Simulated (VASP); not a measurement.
# Ag in VASP: notebook

Ag is run at these levels: PBEsol; tasks: single point.

Program: VASP 6.6.1. These are calculated values, not measurements. Logs are shortened: lines on timing, memory, paths and dates and some standing lists are left out, and cuts for length are marked.

### Step 1. The cell of the first run

The cell holds a wire or tube with vacuum around it, 4 atoms: a = 11.700 Å, b = 9.300 Å, c = 5.160 Å, α = 90.00°, β = 90.00°, γ = 90.00°.

### Step 2. Single point, PBEsol, collinear spin

Input file INCAR:

```
SYSTEM = Ag
PREC = Accurate
ENCUT = 520
EDIFF = 1E-7
ISMEAR = 0
SIGMA = 0.05
LREAL = .False.
LASPH = .True.
NELM = 150
ALGO = Normal
ISIF = 2
LWAVE = .False.
LCHARG = .False.
ISPIN = 2
MAGMOM = 0.5 0.5 0.5 0.5
LORBIT = 11
LMAXMIX = 4
GGA = PS
NBANDS = 34
```

Input file KPOINTS:

```
Automatic mesh
0
Gamma
  1 1 13
  0 0 0
```

Input file POSCAR:

```
Ag
1.0
   11.7000000000      0.0000000000      0.0000000000
    0.0000000000      9.3000000000      0.0000000000
    0.0000000000      0.0000000000      5.1604230248
Ag
4
Direct
    0.3842212783      0.5000000000      0.0000000000
    0.3842212783      0.5000000000      0.5000000000
    0.6157787217      0.5000000000      0.0000000000
    0.6157787217      0.5000000000      0.5000000000
```

Potentials or basis: VASP PAW PBE potentials, release 64 (Ag).

Launch:

```
$ cat potpaw_PBE.64/Ag/POTCAR > POTCAR
$ mpirun -np 1 vasp_std > vasp.out
```

OUTCAR:

```text
SYSTEM = Ag
   PREC = Accurate
   ENCUT = 520
   EDIFF = 1E-7
   ISMEAR = 0
   LREAL = .False.
   LASPH = .True.
   NELM = 150
   ISIF = 2
   ISPIN = 2
   LORBIT = 11
   GGA = PS

 ion  position               nearest neighbor table
   1  0.384  0.500  0.000-   2 2.58   2 2.58   3 2.71
   2  0.384  0.500  0.500-   1 2.58   1 2.58   4 2.71
   3  0.616  0.500  0.000-   4 2.58   4 2.58   1 2.71
   4  0.616  0.500  0.500-   3 2.58   3 2.58   2 2.71

  LATTYP: Found a simple orthorhombic cell.
 ALAT       =     5.1604230248
 B/A-ratio  =     1.8021778361
 C/A-ratio  =     2.2672559873

  Lattice vectors:

 A1 = (   0.0000000000,   0.0000000000,  -5.1604230248)
 A2 = (   0.0000000000,   9.3000000000,   0.0000000000)
 A3 = (  11.7000000000,   0.0000000000,   0.0000000000)

Analysis of symmetry for initial positions (statically):
=====================================================================
 Subroutine PRICEL returns following result:

  LATTYP: Found a simple orthorhombic cell.
 ALAT       =     2.5802115124
 B/A-ratio  =     3.6043556721
 C/A-ratio  =     4.5345119746

  Lattice vectors:

 A1 = (   0.0000000000,   0.0000000000,  -2.5802115124)
 A2 = (   0.0000000000,   9.3000000000,   0.0000000000)
 A3 = (  11.7000000000,   0.0000000000,   0.0000000000)

   2 primitive cells build up your supercell.

 Routine SETGRP: Setting up the symmetry group for a
 simple orthorhombic supercell.

 Subroutine GETGRP returns: Found  8 space group operations
 (whereof  8 operations were pure point group operations)
 out of a pool of  8 trial point group operations.

The static configuration has the point symmetry D_2h.

Analysis of symmetry for dynamics (positions and initial velocities):
=====================================================================
 Subroutine PRICEL returns following result:

  LATTYP: Found a simple orthorhombic cell.
 ALAT       =     2.5802115124
 B/A-ratio  =     3.6043556721
 C/A-ratio  =     4.5345119746

  Lattice vectors:

 A1 = (   0.0000000000,   0.0000000000,  -2.5802115124)
 A2 = (   0.0000000000,   9.3000000000,   0.0000000000)
 A3 = (  11.7000000000,   0.0000000000,   0.0000000000)

   2 primitive cells build up your supercell.

 Routine SETGRP: Setting up the symmetry group for a
 simple orthorhombic supercell.

 Subroutine GETGRP returns: Found  8 space group operations
 (whereof  8 operations were pure point group operations)
 out of a pool of  8 trial point group operations.

The dynamic configuration has the point symmetry D_2h.

Analysis of structural, dynamic, and magnetic symmetry:
=====================================================================
 Subroutine PRICEL returns following result:

  LATTYP: Found a simple orthorhombic cell.
 ALAT       =     2.5802115124
 B/A-ratio  =     3.6043556721
 C/A-ratio  =     4.5345119746

  Lattice vectors:

 A1 = (   0.0000000000,   0.0000000000,  -2.5802115124)
 A2 = (   0.0000000000,   9.3000000000,   0.0000000000)
 A3 = (  11.7000000000,   0.0000000000,   0.0000000000)

   2 primitive cells build up your supercell.

 Routine SETGRP: Setting up the symmetry group for a
 simple orthorhombic supercell.

 Subroutine GETGRP returns: Found  8 space group operations
 (whereof  8 operations were pure point group operations)
 out of a pool of  8 trial point group operations.

The overall configuration has the point symmetry D_2h.

 Subroutine INISYM returns: Found  8 space group operations
 (whereof  8 operations are pure point group operations),
 and found     2 'primitive' translations

----------------------------------------------------------------------------------------

                                     Primitive cell

  volume of cell :     280.7528

  direct lattice vectors                    reciprocal lattice vectors
     0.000000000  0.000000000 -2.580211512     0.000000000  0.000000000 -0.387565126
     0.000000000  9.300000000  0.000000000     0.000000000  0.107526882  0.000000000
    11.700000000  0.000000000  0.000000000     0.085470085  0.000000000  0.000000000

  length of vectors
     2.580211512  9.300000000 11.700000000     0.387565126  0.107526882  0.085470085

  position of ions in fractional coordinates (direct lattice)
     0.000000000  0.500000000  0.384221278
     0.000000000  0.500000000  0.615778722

  ion indices of the primitive-cell ions
   primitive index   ion index
                 1           1
                 2           3

----------------------------------------------------------------------------------------

 KPOINTS: Automatic mesh

Automatic generation of k-mesh.
 Grid dimensions read from file:
 generate k-points for:    1    1   13

 Generating k-lattice:

  Cartesian coordinates                     Fractional coordinates (reciprocal lattice)
     0.085470085  0.000000000  0.000000000     1.000000000  0.000000000  0.000000000
     0.000000000  0.107526882  0.000000000     0.000000000  1.000000000  0.000000000
     0.000000000  0.000000000  0.014906351     0.000000000  0.000000000  0.076923077

  Length of vectors
     0.085470085  0.107526882  0.014906351

  Shift w.r.t. Gamma in fractional coordinates (k-lattice)
     0.000000000  0.000000000  0.000000000

 Subroutine IBZKPT returns following result:
 ===========================================

 Found      7 irreducible k-points:

 Following reciprocal coordinates:
            Coordinates               Weight
  0.000000  0.000000  0.000000      1.000000
  0.000000  0.000000  0.076923      2.000000
  0.000000  0.000000  0.153846      2.000000
  0.000000  0.000000  0.230769      2.000000
  0.000000  0.000000  0.307692      2.000000
  0.000000  0.000000  0.384615      2.000000
  0.000000  0.000000  0.461538      2.000000
   k-points           NKPTS =      7   k-points in BZ     NKDIM =      7   number of bands    NBANDS=     34
   number of dos      NEDOS =    301   number of ions     NIONS =      4
   total plane-waves  NPLWV = 252000
   dimension x,y,z NGX =    90 NGY =   70 NGZ =   40
   dimension x,y,z NGXF=   180 NGYF=  140 NGZF=   80
   ions per type =               4
   NGX,Y,Z   is equivalent  to a cutoff of  12.79, 12.51, 12.89 a.u.
   NGXF,Y,Z  is equivalent  to a cutoff of  25.58, 25.03, 25.77 a.u.
 SYSTEM =  Ag
   PREC   = accura    normal or accurate (medium, high low for compatibility)
   ISTART =      0    job   : 0-new  1-cont  2-samecut
   ICHARG =      2    charge: 1-file 2-atom 10-const
   ISPIN  =      2    spin polarized calculation?
   LNONCOLLINEAR =      F non collinear calculations
   LSORBIT =      F    spin-orbit coupling
   LASPH  =      T    aspherical Exc in radial PAW
   ENCUT  =  520.0 eV  38.22 Ry    6.18 a.u.  21.75 17.29  9.59*2*pi/ulx,y,z
   NELM   =    150;   NELMIN=  2; NELMDL= -5     # of ELM steps
   EDIFF  = 0.1E-06   stopping-criterion for ELM
   LREAL  =      F    real-space projection
   EDIFFG = 0.1E-05   stopping-criterion for IOM
   NSW    =      0    number of steps for IOM
   IBRION =     -1    ionic relax: 0-MD 1-quasi-New 2-CG
   NFREE  =      0    steps in history (QN), initial steepest desc. (CG)
   ISIF   =      2    stress and relaxation
   ISYM   =      2    0-nonsym 1-usesym 2-fastsym
   POTIM  = 0.5000    time-step for ionic-motion
   TEBEG  =    0.0;   TEEND  =   0.0 temperature during run
   PSTRESS=    0.0 pullay stress
   NELECT =      44.0000    total number of electrons
   NUPDOWN=      -1.0000    fix difference up-down
   EMIN   =  10.00;   EMAX   =-10.00  energy-range for DOS
   EFERMI =   0.00;   METHOD = LEGACY
   ISMEAR =     0;   SIGMA  =   0.05  broadening in eV -4-tet -1-fermi 0-gaus
   EFERMI_NEDOS =   21; number of points for ismear=-14 and -15
   IALGO  =     38    algorithm
   IMIX   =      4    mixing-type and parameters
     AMIX     =   0.40;   BMIX     =  1.00
     AMIX_MAG =   1.60;   BMIX_MAG =  1.00
  volume/ion in A,a.u.               =     140.38       947.31
  Fermi-wavevector in a.u.,A,eV,Ry     =   0.700553  1.323853  6.677393  0.490775
  Thomas-Fermi vector in A             =   1.784738
   LORBIT       =     11    0 simple, 1 ext, 2 COOP (PROOUT), +10 PAW based schemes
   GGA     = PS    functional components
   LHFCALC =     F    Hartree Fock is set to
   AEXX    =    0.0000 exact exchange contribution
   IVDW    =     0    specifies the selected vdW correction
   LEPSILON=     F    determine dielectric tensor
   LRPA    =     F    only Hartree local field effects (RPA)
 spin polarized calculation
 Gauss-broadening in eV      SIGMA  =   0.05
  energy-cutoff  :      520.00
  volume of cell :      561.51
 maximum number of plane-waves:     15161
 NGX is ok and might be reduce to    90
   NGX = 43   NGY = 35   NGZ = 19

 number of electron      44.0000008 magnetization       0.0000151

 number of electron      44.0000008 magnetization      -0.0000038

 Free energy of the ion-electron system (eV)
  ---------------------------------------------------
  ext. energy  EPLUGINS =         0.00000000
  ---------------------------------------------------
  free energy    TOTEN  =        -7.61408292 eV

  energy without entropy =       -7.61366360  energy(sigma->0) =       -7.61387326

 E-fermi :  -3.1958     XC(G=0):  -2.8182

 val. band max:       -3.2831417704   @ k =   0.0000   0.0000   0.3077
 cond. band min:      -3.1086501414   @ k =   0.0000   0.0000   0.3077
 fundamental gap:      0.1744916291
 Fermi energy:        -3.1957607646

 spin component 1

 k-point     1 :       0.0000    0.0000    0.0000
  band No.  band energies     occupation
      1      -8.7137      1.00000
      2      -8.4904      1.00000
      3      -8.0533      1.00000
      4      -7.5441      1.00000
      5      -7.4562      1.00000
      6      -7.3456      1.00000
[... 26 lines left out ...]
     33       3.1914      0.00000
     34       3.2885      0.00000

 k-point     2 :       0.0000    0.0000    0.0769
  band No.  band energies     occupation
      1      -8.6657      1.00000
      2      -8.4430      1.00000
      3      -8.0310      1.00000
      4      -7.5221      1.00000
      5      -7.4485      1.00000
      6      -7.3239      1.00000
[... 26 lines left out ...]
     33       3.2231      0.00000
     34       3.3919      0.00000
[... 146 lines left out ...]
     33       3.2471      0.00000
     34       3.4554      0.00000

 k-point     7 :       0.0000    0.0000    0.4615
  band No.  band energies     occupation
      1      -7.4162      1.00000
      2      -7.4045      1.00000
      3      -7.2080      1.00000
      4      -7.1586      1.00000
      5      -6.9906      1.00000
      6      -6.8648      1.00000
[... 26 lines left out ...]
     33       3.3642      0.00000
     34       3.4182      0.00000
 Fermi energy:        -3.1957607646

 spin component 2

 k-point     1 :       0.0000    0.0000    0.0000
  band No.  band energies     occupation
      1      -8.7137      1.00000
      2      -8.4904      1.00000
      3      -8.0533      1.00000
      4      -7.5441      1.00000
      5      -7.4562      1.00000
      6      -7.3456      1.00000
[... 26 lines left out ...]
     33       3.1914      0.00000
     34       3.2885      0.00000

 k-point     2 :       0.0000    0.0000    0.0769
  band No.  band energies     occupation
      1      -8.6657      1.00000
      2      -8.4430      1.00000
      3      -8.0310      1.00000
      4      -7.5221      1.00000
      5      -7.4485      1.00000
      6      -7.3239      1.00000
[... 26 lines left out ...]
     33       3.2231      0.00000
     34       3.3882      0.00000
[... 146 lines left out ...]
     33       3.2471      0.00000
     34       3.4548      0.00000

 k-point     7 :       0.0000    0.0000    0.4615
  band No.  band energies     occupation
      1      -7.4162      1.00000
      2      -7.4045      1.00000
      3      -7.2080      1.00000
      4      -7.1586      1.00000
      5      -6.9906      1.00000
      6      -6.8648      1.00000
[... 26 lines left out ...]
     33       3.3627      0.00000
     34       3.4180      0.00000

------------------------ aborting loop because EDIFF is reached ----------------------------------------

  FORCE on cell =-STRESS in cart. coord.  units (eV):
  Direction    XX          YY          ZZ          XY          YZ          ZX
  --------------------------------------------------------------------------------------
  -------------------------------------------------------------------------------------
  Total       -2.1955268     -0.0882244      2.4838859      0.0000000      0.0000000      0.0000000
  in kB       -6.2646270     -0.2517360      7.0874189      0.0000000      0.0000000      0.0000000
  external PRESSURE =       0.1903520 kB  Pullay stress =       0.0000000 kB

 VOLUME and BASIS-vectors are now :
 -----------------------------------------------------------------------------
  energy-cutoff  :      520.00
  volume of cell :      561.51
      direct lattice vectors                 reciprocal lattice vectors
    11.700000000  0.000000000  0.000000000     0.085470085  0.000000000  0.000000000
     0.000000000  9.300000000  0.000000000     0.000000000  0.107526882  0.000000000
     0.000000000  0.000000000  5.160423025     0.000000000  0.000000000  0.193782563

 POSITION                                       TOTAL-FORCE (eV/Angst)
 -----------------------------------------------------------------------------------
      4.49539      4.65000      0.00000         0.406551      0.000000     -0.000000
      4.49539      4.65000      2.58021         0.406551     -0.000000     -0.000000
      7.20461      4.65000      0.00000        -0.406551     -0.000000     -0.000000
      7.20461      4.65000      2.58021        -0.406551     -0.000000      0.000000
 -----------------------------------------------------------------------------------
    total drift:                               -0.000000      0.000000     -0.000000

  FREE ENERGIE OF THE ION-ELECTRON SYSTEM (eV)
  ---------------------------------------------------
  free  energy   TOTEN  =        -7.6140829232 eV

  energy  without entropy=       -7.6136636025  energy(sigma->0) =       -7.61387326

 total charge

# of ion       s       p       d       tot
------------------------------------------
    1        0.460   0.128   9.242   9.831
    2        0.460   0.128   9.242   9.831
    3        0.460   0.128   9.242   9.831
    4        0.460   0.128   9.242   9.831
--------------------------------------------------
tot          1.841   0.513  36.969  39.324

 magnetization (x)

# of ion       s       p       d       tot
------------------------------------------
    1       -0.000  -0.000   0.000  -0.000
    2       -0.000  -0.000   0.000  -0.000
    3       -0.000  -0.000   0.000  -0.000
    4       -0.000  -0.000   0.000  -0.000
--------------------------------------------------
tot         -0.000  -0.000   0.000  -0.000
```

Wall time 5.2 min (1 thread of Intel Xeon Platinum 8488C (Sapphire Rapids), shared host); peak memory 0.81 GiB.

What came out:

```
Free energy                                           : -7.6141 eV
Largest force                                         : 0.407 eV/Å
Net moment                                            : 0.00 μB per cell
Valence electrons inside the program's atomic spheres : Ag 9.83
```

Forces in eV/Å, atoms in the order of the input:
```
Ag   0.407  0.000  0.000
Ag   0.407  0.000  0.000
Ag  -0.407  0.000  0.000
Ag  -0.407  0.000  0.000
```

Levels at points of the mesh, in eV from the Fermi level:
Spin up:
| k point | band 20 | band 21 | band 22 | band 23 | band 24 | band 25 |
| --- | --- | --- | --- | --- | --- | --- |
| (0.00, 0.00, 0.00) | -2.14 | -1.67 | -0.43 | 2.05 | 2.23 | 2.71 |
Spin down:
```tsv
k point	band 20	band 21	band 22	band 23	band 24	band 25
(0.00, 0.00, 0.00)	-2.14	-1.67	-0.43	2.05	2.23	2.71
```

Caveat: the PAW data sets were made with another functional, which shifts forces and pressure a little.

### Step 3. Single point, PBEsol, collinear spin

This run uses another cell than the first one.

Input file INCAR:

```
PREC = Accurate ; ENCUT = 520
EDIFF = 1E-6 ; ISMEAR = 0
SIGMA = 0.05 ; LREAL = False
LASPH = True ; NELM = 150
ALGO = Normal ; ISIF = 2
LWAVE = False ; LCHARG = False
ISPIN = 2 ; MAGMOM = 0.5 0.5 0.5 0.5
LORBIT = 11 ; LMAXMIX = 4
GGA = PS ; NBANDS = 34
```

Input file KPOINTS:

```
regular mesh
0
Gamma
  1 1 13
```

Input file POSCAR:

```
Ag
1.0
   11.7000000000      0.0000000000      0.0000000000
    0.0000000000      9.3000000000      0.0000000000
    0.0000000000      0.0000000000      5.2520863935
Ag
4
Direct
    0.3885954563      0.5000000000      0.0000000000
    0.3885954563      0.5000000000      0.5000000000
    0.6114045437      0.5000000000      0.0000000000
    0.6114045437      0.5000000000      0.5000000000
```

Potentials or basis: VASP PAW PBE potentials, release 64 (Ag).

Launch:

```
$ cat potpaw_PBE.64/Ag/POTCAR > POTCAR
$ mpirun -np 1 vasp_std > vasp.out
```

It took 3.9 min on 1 thread of Intel Xeon Platinum 8488C (Sapphire Rapids), shared host; peak memory 0.81 GiB.

It converged, with:

| Item | Value |
| --- | --- |
| Free energy | -7.6811 eV |
| Net moment | 0.00 μB per cell |
| Valence electrons inside the program's atomic spheres | Ag 9.83 |

Levels at points of the mesh, in eV from the Fermi level:
Spin up:
| k point | band 20 | band 21 | band 22 | band 23 | band 24 | band 25 |
| --- | --- | --- | --- | --- | --- | --- |
| (0.00, 0.00, 0.00) | -2.26 | -1.77 | -0.40 | 1.96 | 2.23 | 2.45 |
Spin down:
```tsv
k point	band 20	band 21	band 22	band 23	band 24	band 25
(0.00, 0.00, 0.00)	-2.26	-1.77	-0.40	1.96	2.23	2.45
```

Caveat: the PAW data sets were made with another functional, which shifts forces and pressure a little.
